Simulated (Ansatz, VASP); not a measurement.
**One calculation of Co, two programs**

```
Co
1.0
     2.47200    0.00000    0.00000
    -1.23600    2.14081    0.00000
     0.00000    0.00000    4.02114
Co
2
Direct
  0.66667 0.33333 0.75000
  0.33333 0.66667 0.25000
```

Alike in both runs: task single point; functional PBEsol; k mesh 12 × 12 × 7; occupations gaussian, width 0.1 eV; collinear spin.

|  | VASP | Ansatz |
| --- | --- | --- |
| version | VASP 6.6.1 | Ansatz 0.2.0 |
| potentials or method | VASP PAW PBE potentials, release 64 (Co), cutoff 600 eV | all-electron LAPW, scalar-relativistic |

Ansatz gave:

```
gap on the k mesh at the Fermi level (eV)                     : none
pressure (GPa)                                                : -5.8
traceless stress, the component that is largest in VASP (GPa) : -1.94
net moment per atom (μB)                                      : 1.60
size of the moment on the site where the two differ most (μB) : 1.65
```

**Question.** Estimate VASP's values.

**Answer.** gap on the k mesh at the Fermi level (eV): none; pressure (GPa): -6.7; traceless stress, the component that is largest in VASP (GPa): -1.93; net moment per atom (μB): 1.59; size of the moment on the site where the two differ most (μB): 1.60.

VASP's potentials were made for PBE, not for PBEsol. Site moments also hang on the region over which each program counts them. A gap of «none» marks a metal or a gap that the smearing closes. Ansatz ran all-electron here, and VASP with PAW potentials.
